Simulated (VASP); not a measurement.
# MgO in VASP: notebook

The runs below take MgO through single point, with r2SCAN.

All numbers are computed with VASP 6.6.1; they aren't measurements. Logs are shortened: lines on timing, memory, paths and dates and some standing lists are left out, and cuts for length are marked.

### Step 1. The cell of the first run

The structure is trigonal, space group R-3m (No. 166). Conventional cell: a = 2.825 Å, b = 2.825 Å, c = 7.405 Å, α = 90.00°, β = 90.00°, γ = 120.00°. Mg (site symmetry -3m) has 6 O at 2.05 Å within 2.7 Å. Within 2.7 Å of O (site symmetry -3m) lie 6 Mg at 2.05 Å.

### Step 2. Single point, r2SCAN (epitaxial 111 strain -5.0%)

File POSCAR:

```
MgO
1.0
    0.0935610083      2.0908302711      2.0908302711
    2.0908302711      0.0935610083      2.0908302711
    2.0908302711      2.0908302711      0.0935610083
Mg O
1 1
Direct
    0.0000000000      0.0000000000      0.0000000000
    0.5000000000      0.5000000000      0.5000000000
```

File INCAR.step1:

```
ALGO     = Normal         # electronic algorithm
EDIFF    = 1E-5           # SCF threshold, eV
ENCUT    = 920            # plane-wave cutoff, eV
GGA      = PE             # functional
GGA_COMPAT= False        
ISMEAR   = 0              # smearing method
LASPH    = True           # aspherical terms in the spheres
LCHARG   = False          # write CHGCAR
LREAL    = False          # projectors in reciprocal space
LWAVE    = True           # write WAVECAR
NBANDS   = 15             # bands
NELM     = 120            # most SCF steps
PREC     = Accurate       # precision mode
SIGMA    = 0.01           # smearing width, eV
```

File INCAR.step2:

```
ALGO     = Normal         # electronic algorithm
EDIFF    = 1E-6           # SCF threshold, eV
ENCUT    = 920            # plane-wave cutoff, eV
GGA_COMPAT= False        
ISIF     = 2              # what is computed and relaxed
ISMEAR   = 0              # smearing method
ISTART   = 1            
LASPH    = True           # aspherical terms in the spheres
LCHARG   = False          # write CHGCAR
LMIXTAU  = True         
LREAL    = False          # projectors in reciprocal space
LWAVE    = False          # write WAVECAR
METAGGA  = R2SCAN         # meta-GGA
NBANDS   = 15             # bands
NELM     = 120            # most SCF steps
PREC     = Accurate       # precision mode
SIGMA    = 0.01           # smearing width, eV
```

File KPOINTS:

```
k-points
0
Gamma
  10 10 10
```

Potentials or basis: VASP PAW PBE potentials, release 64 (Mg_sv, O).

Command:

```bash
$ cat potpaw_PBE.64/Mg_sv/POTCAR potpaw_PBE.64/O/POTCAR > POTCAR
$ cp INCAR.step1 INCAR
$ mpirun -np 1 vasp_std > vasp.out
$ cp INCAR.step2 INCAR
$ mpirun -np 1 vasp_std > vasp.out
```

OUTCAR:

```text
EDIFF = 1E-6
   ENCUT = 920
   ISIF = 2
   ISMEAR = 0
   ISTART = 1
   LASPH = True
   LREAL = False
   METAGGA = R2SCAN
   NELM = 120
   PREC = Accurate

 ion  position               nearest neighbor table
   1  0.000  0.000  0.000-   2 2.05   2 2.05   2 2.05   2 2.05   2 2.05   2 2.05
   2  0.500  0.500  0.500-   1 2.05   1 2.05   1 2.05   1 2.05   1 2.05   1 2.05

  LATTYP: Found a trigonal (rhomboedric) cell.
 ALAT       =     2.9583603748
 COS(alpha) =     0.5442033978

  Lattice vectors:

 A1 = (   0.0935610083,   2.0908302711,   2.0908302711)
 A2 = (   2.0908302711,   0.0935610083,   2.0908302711)
 A3 = (   2.0908302711,   2.0908302711,   0.0935610083)

Analysis of symmetry for initial positions (statically):
=====================================================================
 Subroutine PRICEL returns:
 Original cell was already a primitive cell.

 Routine SETGRP: Setting up the symmetry group for a
 trigonal (rhombohedral) supercell.

 Subroutine GETGRP returns: Found 12 space group operations
 (whereof 12 operations were pure point group operations)
 out of a pool of 12 trial point group operations.

The static configuration has the point symmetry D_3d.

Analysis of symmetry for dynamics (positions and initial velocities):
=====================================================================
 Subroutine PRICEL returns:
 Original cell was already a primitive cell.

 Routine SETGRP: Setting up the symmetry group for a
 trigonal (rhombohedral) supercell.

 Subroutine GETGRP returns: Found 12 space group operations
 (whereof 12 operations were pure point group operations)
 out of a pool of 12 trial point group operations.

The dynamic configuration has the point symmetry D_3d.

 Subroutine INISYM returns: Found 12 space group operations
 (whereof 12 operations are pure point group operations),
 and found     1 'primitive' translations

----------------------------------------------------------------------------------------

                                     Primitive cell

  volume of cell :      17.0542

  direct lattice vectors                    reciprocal lattice vectors
     0.093561008  2.090830271  2.090830271    -0.255820410  0.244863208  0.244863208
     2.090830271  0.093561008  2.090830271     0.244863208 -0.255820410  0.244863208
     2.090830271  2.090830271  0.093561008     0.244863208  0.244863208 -0.255820410

  length of vectors
     2.958360375  2.958360375  2.958360375     0.430534625  0.430534625  0.430534625

  position of ions in fractional coordinates (direct lattice)
     0.000000000  0.000000000  0.000000000
     0.500000000  0.500000000  0.500000000

  ion indices of the primitive-cell ions
   primitive index   ion index
                 1           1
                 2           2

----------------------------------------------------------------------------------------

 KPOINTS: k-points

Automatic generation of k-mesh.
 Grid dimensions read from file:
 generate k-points for:   10   10   10

 Generating k-lattice:

  Cartesian coordinates                     Fractional coordinates (reciprocal lattice)
    -0.025582041  0.024486321  0.024486321     0.100000000 -0.000000000 -0.000000000
     0.024486321 -0.025582041  0.024486321    -0.000000000  0.100000000 -0.000000000
     0.024486321  0.024486321 -0.025582041    -0.000000000 -0.000000000  0.100000000

  Length of vectors
     0.043053462  0.043053462  0.043053462

  Shift w.r.t. Gamma in fractional coordinates (k-lattice)
     0.000000000  0.000000000  0.000000000

 Subroutine IBZKPT returns following result:
 ===========================================

 Found    116 irreducible k-points:

 Following reciprocal coordinates:
            Coordinates               Weight
  0.000000  0.000000  0.000000      1.000000
  0.100000  0.000000  0.000000      6.000000
  0.200000  0.000000  0.000000      6.000000
  0.300000  0.000000  0.000000      6.000000
  0.400000  0.000000  0.000000      6.000000
  0.500000  0.000000  0.000000      3.000000
[... 16 lines left out ...]
  0.300000  0.300000  0.000000      6.000000
  0.400000  0.300000  0.000000     12.000000
 [... further k-points ...]
   k-points           NKPTS =    116   k-points in BZ     NKDIM =    116   number of bands    NBANDS=     15
   number of dos      NEDOS =    301   number of ions     NIONS =      2
   total plane-waves  NPLWV =  27000
   dimension x,y,z NGX =    30 NGY =   30 NGZ =   30
   dimension x,y,z NGXF=    60 NGYF=   60 NGZF=   60
   ions per type =               1   1
   NGX,Y,Z   is equivalent  to a cutoff of  16.86, 16.86, 16.86 a.u.
   NGXF,Y,Z  is equivalent  to a cutoff of  33.72, 33.72, 33.72 a.u.
 SYSTEM =  unknown system
   PREC   = accura    normal or accurate (medium, high low for compatibility)
   ISTART =      1    job   : 0-new  1-cont  2-samecut
   ICHARG =      0    charge: 1-file 2-atom 10-const
   ISPIN  =      1    spin polarized calculation?
   LNONCOLLINEAR =      F non collinear calculations
   LSORBIT =      F    spin-orbit coupling
   LASPH  =      T    aspherical Exc in radial PAW
   ENCUT  =  920.0 eV  67.62 Ry    8.22 a.u.   7.32  7.32  7.32*2*pi/ulx,y,z
   NELM   =    120;   NELMIN=  2; NELMDL=  0     # of ELM steps
   EDIFF  = 0.1E-05   stopping-criterion for ELM
   LREAL  =      F    real-space projection
   EDIFFG = 0.1E-04   stopping-criterion for IOM
   NSW    =      0    number of steps for IOM
   IBRION =     -1    ionic relax: 0-MD 1-quasi-New 2-CG
   NFREE  =      0    steps in history (QN), initial steepest desc. (CG)
   ISIF   =      2    stress and relaxation
   ISYM   =      2    0-nonsym 1-usesym 2-fastsym
   POTIM  = 0.5000    time-step for ionic-motion
   TEBEG  =    0.0;   TEEND  =   0.0 temperature during run
   PSTRESS=    0.0 pullay stress
   NELECT =      16.0000    total number of electrons
   NUPDOWN=      -1.0000    fix difference up-down
   EMIN   =  10.00;   EMAX   =-10.00  energy-range for DOS
   EFERMI =   0.00;   METHOD = LEGACY
   ISMEAR =     0;   SIGMA  =   0.01  broadening in eV -4-tet -1-fermi 0-gaus
   EFERMI_NEDOS =   21; number of points for ismear=-14 and -15
   IALGO  =     38    algorithm
   IMIX   =      4    mixing-type and parameters
     AMIX     =   0.40;   BMIX     =  1.00
     AMIX_MAG =   1.60;   BMIX_MAG =  1.00
  volume/ion in A,a.u.               =       8.53        57.54
  Fermi-wavevector in a.u.,A,eV,Ry     =   1.602646  3.028561 34.946202  2.568473
  Thomas-Fermi vector in A             =   2.699434
   LORBIT       =      0    0 simple, 1 ext, 2 COOP (PROOUT), +10 PAW based schemes
   METAGGA = R2SCAN    functional components
   LHFCALC =     F    Hartree Fock is set to
   AEXX    =    0.0000 exact exchange contribution
   IVDW    =     0    specifies the selected vdW correction
   LEPSILON=     F    determine dielectric tensor
   LRPA    =     F    only Hartree local field effects (RPA)
 non-spin polarized calculation
 Gauss-broadening in eV      SIGMA  =   0.01
  energy-cutoff  :      920.00
  volume of cell :       17.05
 maximum number of plane-waves:      1095
 NGX is ok and might be reduce to    30
   NGX = 15   NGY = 15   NGZ = 15

 number of electron      15.9999995 magnetization

 Free energy of the ion-electron system (eV)
  ---------------------------------------------------
  ext. energy  EPLUGINS =         0.00000000
  ---------------------------------------------------
  free energy    TOTEN  =       -16.01049328 eV

  energy without entropy =      -16.01049328  energy(sigma->0) =      -16.01049328

 E-fermi :   3.5331     XC(G=0): -12.5604

 val. band max:        3.4060103218   @ k =   0.0000   0.0000   0.0000
 cond. band min:       9.7048147166   @ k =   0.0000   0.0000   0.0000
 fundamental gap:      6.2988043948
 Fermi energy:         3.5330800314

 k-point     1 :       0.0000    0.0000    0.0000
  band No.  band energies     occupation
      1     -71.4969      2.00000
      2     -36.5812      2.00000
      3     -36.5812      2.00000
      4     -36.5548      2.00000
      5     -15.4809      2.00000
      6       2.8002      2.00000
      7       3.4060      2.00000
      8       3.4060      2.00000
      9       9.7048      0.00000
     10      19.3518      0.00000
     11      21.3109      0.00000
     12      21.3109      0.00000
     13      24.8726      0.00000
     14      26.9620      0.00000
     15      26.9620      0.00000

 k-point     2 :       0.1000    0.0000    0.0000
  band No.  band energies     occupation
      1     -71.4956      2.00000
      2     -36.5936      2.00000
      3     -36.5828      2.00000
      4     -36.5560      2.00000
      5     -15.3494      2.00000
      6       2.5690      2.00000
      7       2.8976      2.00000
      8       3.3145      2.00000
      9      10.3072      0.00000
     10      19.3054      0.00000
     11      20.1889      0.00000
     12      21.5705      0.00000
     13      26.0028      0.00000
     14      26.5129      0.00000
     15      26.9786      0.00000

 k-point     3 :       0.2000    0.0000    0.0000
  band No.  band energies     occupation
      1     -71.4920      2.00000
      2     -36.6267      2.00000
      3     -36.5871      2.00000
      4     -36.5582      2.00000
      5     -14.9875      2.00000
      6       1.2535      2.00000
      7       2.5902      2.00000
      8       3.0834      2.00000
      9      11.4698      0.00000
     10      18.0111      0.00000
     11      20.6375      0.00000
     12      22.0557      0.00000
     13      25.0957      0.00000
     14      26.1826      0.00000
     15      28.4465      0.00000

 k-point     4 :       0.3000    0.0000    0.0000
  band No.  band energies     occupation
      1     -71.4876      2.00000
      2     -36.6675      2.00000
      3     -36.5925      2.00000
      4     -36.5605      2.00000
      5     -14.4973      2.00000
      6      -0.2250      2.00000
      7       2.3504      2.00000
      8       2.8129      2.00000
      9      12.2620      0.00000
     10      17.5567      0.00000
     11      21.1168      0.00000
     12      22.1485      0.00000
     13      25.2608      0.00000
     14      27.0311      0.00000
     15      27.9435      0.00000
[... 307 lines left out ...]
 k-point    22 :      -0.2000    0.2000    0.0000
  band No.  band energies     occupation
      1     -71.4859      2.00000
      2     -36.6669      2.00000
      3     -36.6101      2.00000
      4     -36.5599      2.00000
      5     -14.3477      2.00000
      6      -0.0834      2.00000
      7       1.7811      2.00000
      8       2.4804      2.00000
      9      13.3810      0.00000
     10      16.6003      0.00000
     11      20.5486      0.00000
     12      22.9885      0.00000
     13      23.0595      0.00000
     14      27.7245      0.00000
     15      31.0538      0.00000

 k-point    23 :       0.3000    0.3000    0.0000
  band No.  band energies     occupation
      1     -71.4856      2.00000
      2     -36.6534      2.00000
      3     -36.6060      2.00000
      4     -36.5815      2.00000
      5     -14.3260      2.00000
      6      -0.1928      2.00000
      7       1.8907      2.00000
      8       2.4309      2.00000
      9      13.8567      0.00000
     10      14.9685      0.00000
     11      19.9193      0.00000
     12      23.1890      0.00000
     13      24.1340      0.00000
     14      29.8338      0.00000
     15      33.6781      0.00000

 k-point    24 :       0.4000    0.3000    0.0000
  band No.  band energies     occupation
      1     -71.4829      2.00000
      2     -36.6685      2.00000
      3     -36.6153      2.00000
      4     -36.5847      2.00000
      5     -14.0375      2.00000
      6      -0.6533      2.00000
      7       1.7106      2.00000
      8       1.9975      2.00000
      9      13.9776      0.00000
     10      15.4359      0.00000
     11      19.0347      0.00000
     12      23.5864      0.00000
     13      24.7067      0.00000
     14      30.6077      0.00000
     15      33.2854      0.00000

 [... further k-points ...]

------------------------ aborting loop because EDIFF is reached ----------------------------------------

  FORCE on cell =-STRESS in cart. coord.  units (eV):
  Direction    XX          YY          ZZ          XY          YZ          ZX
  --------------------------------------------------------------------------------------
  -------------------------------------------------------------------------------------
  Total        1.9166653      1.9166653      1.9166653     -0.9089145     -0.9089145     -0.9089145
  in kB      180.0632107    180.0632107    180.0632107    -85.3889697    -85.3889697    -85.3889697
  external PRESSURE =     180.0632107 kB  Pullay stress =       0.0000000 kB

 VOLUME and BASIS-vectors are now :
 -----------------------------------------------------------------------------
  energy-cutoff  :      920.00
  volume of cell :       17.05
      direct lattice vectors                 reciprocal lattice vectors
     0.093561008  2.090830271  2.090830271    -0.255820410  0.244863208  0.244863208
     2.090830271  0.093561008  2.090830271     0.244863208 -0.255820410  0.244863208
     2.090830271  2.090830271  0.093561008     0.244863208  0.244863208 -0.255820410

 POSITION                                       TOTAL-FORCE (eV/Angst)
 -----------------------------------------------------------------------------------
      0.00000      0.00000      0.00000        -0.000000     -0.000000      0.000000
      2.13761      2.13761      2.13761         0.000000      0.000000     -0.000000
 -----------------------------------------------------------------------------------
    total drift:                                0.000000      0.000000      0.000000

  FREE ENERGIE OF THE ION-ELECTRON SYSTEM (eV)
  ---------------------------------------------------
  free  energy   TOTEN  =       -16.0104932789 eV

  energy  without entropy=      -16.0104932789  energy(sigma->0) =      -16.01049328
```

Wall time 2 min (1 thread of Intel Xeon 6975P-C (Granite Rapids), shared host); peak memory 0.21 GiB.

What came out:

```
Free energy            : -16.0105 eV
Pressure               : 18.0 GPa
Band gap on the k mesh : 6.30 eV
```

Stress tensor (GPa, compression positive):
```
18.01 -8.54 -8.54
-8.54 18.01 -8.54
-8.54 -8.54 18.01
```

Caveat: the cell differs from its parent crystal (epitaxial 111 strain -5.0%); the cell stands under pressure; the PAW data sets were made with another functional, which shifts forces and pressure a little.

### Step 3. Single point, r2SCAN (uniaxial z strain +0.3%)

File POSCAR:

```
MgO
1.0
    0.0000000000      2.1021674168      2.1095250028
    2.1021674168      0.0000000000      2.1095250028
    2.1021674168      2.1021674168      0.0000000000
Mg O
1 1
Direct
    0.0000000000      0.0000000000      0.0000000000
    0.5000000000      0.5000000000      0.5000000000
```

File INCAR.step1:

```
SYSTEM = MgO
PREC = Accurate
ENCUT = 920
ISMEAR = 0
SIGMA = 0.01
LREAL = .FALSE.
LASPH = .TRUE.
NELM = 120
NBANDS = 15
GGA = PE
ALGO = Normal
EDIFF = 1E-5
LWAVE = .TRUE.
LCHARG = .FALSE.
GGA_COMPAT = .FALSE.
```

File INCAR.step2:

```
SYSTEM = MgO
PREC = Accurate
ENCUT = 920
EDIFF = 1E-6
ISMEAR = 0
SIGMA = 0.01
LREAL = .FALSE.
LASPH = .TRUE.
NELM = 120
ALGO = Normal
ISIF = 2
LWAVE = .FALSE.
LCHARG = .FALSE.
METAGGA = R2SCAN
LMIXTAU = .TRUE.
NBANDS = 15
ISTART = 1
GGA_COMPAT = .FALSE.
```

File KPOINTS:

```
regular mesh
0
G
  10 10 10
  0 0 0
```

Potentials or basis: VASP PAW PBE potentials, release 64 (Mg_sv, O).

Command:

```bash
$ cat potpaw_PBE.64/Mg_sv/POTCAR potpaw_PBE.64/O/POTCAR > POTCAR
$ cp INCAR.step1 INCAR
$ mpirun -np 1 vasp_std > vasp.out
$ cp INCAR.step2 INCAR
$ mpirun -np 1 vasp_std > vasp.out
```

It took 1.8 min on 1 thread of AMD EPYC 9R45 (Zen 5), shared host; peak memory 0.18 GiB.

Results (log left out):

| Property | Result |
| --- | --- |
| Free energy | -16.1548 eV |
| Pressure | -0.1 GPa |
| Band gap on the k mesh | 5.66 eV |

Stress tensor (GPa, compression positive):
```
 0.18  0.00  0.00
 0.00  0.18  0.00
 0.00  0.00 -0.58
```

Levels at points of the mesh, in eV from the valence-band top:
```csv
k point,band 5,band 6,band 7,band 8,band 9,band 10,band 11,band 12
"(0.00, 0.00, 0.00)",-18.20,-0.01,-0.01,0.00,5.66,16.84,16.88,16.88
"(0.50, 0.00, 0.00)",-16.92,-4.61,-0.69,-0.68,8.84,13.86,17.49,17.57
"(0.50, 0.50, 0.00)",-16.72,-4.09,-1.36,-1.36,10.07,11.18,14.30,20.52
"(0.50, 0.00, 0.50)",-16.71,-4.08,-1.39,-1.37,10.03,11.17,14.35,20.44
```

Caveat: the cell differs from its parent crystal (uniaxial z strain +0.3%); the PAW data sets were made with another functional, which shifts forces and pressure a little.
